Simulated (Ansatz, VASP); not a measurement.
## One calculation of Si, two programs

```
Si
1.0
     0.00000    2.75881    2.68702
     2.75881    0.00000    2.68702
     2.75881    2.75881    0.00000
Si
2
Direct
  0.50000 0.50000 0.50000
  0.75000 0.75000 0.75000
```

Change from the starting cell: strain +e along x and -e along y +0.0000, strain +e along z and -e/2 along x and y -0.0175.

Alike in both runs: task single point; functional PBE; k mesh 8 × 8 × 8; occupations gaussian, width 0.05 eV; no spin polarisation.

|  | VASP | Ansatz |
| --- | --- | --- |
| version | VASP 6.6.1 | Ansatz 0.2.0 |
| potentials or method | VASP PAW PBE potentials, release 64 (Si), cutoff 520 eV | scalar-relativistic, plane waves, PAW |
| valence electrons in the cell | 8 | 8 |

VASP gave:

```
gap on the k mesh at the Fermi level (eV)                     : 0.37
least direct gap on the mesh (eV)                             : 2.37
pressure (GPa)                                                : -0.1
traceless stress, the component that is largest in VASP (GPa) : 1.62
```

Problem. Which values does Ansatz return?

Solution. gap on the k mesh at the Fermi level (eV): 0.37; least direct gap on the mesh (eV): 2.37; pressure (GPa): 0.0; traceless stress, the component that is largest in VASP (GPa): 1.62.

With one functional, cell and mesh, what is left measures potentials, basis and numerics.
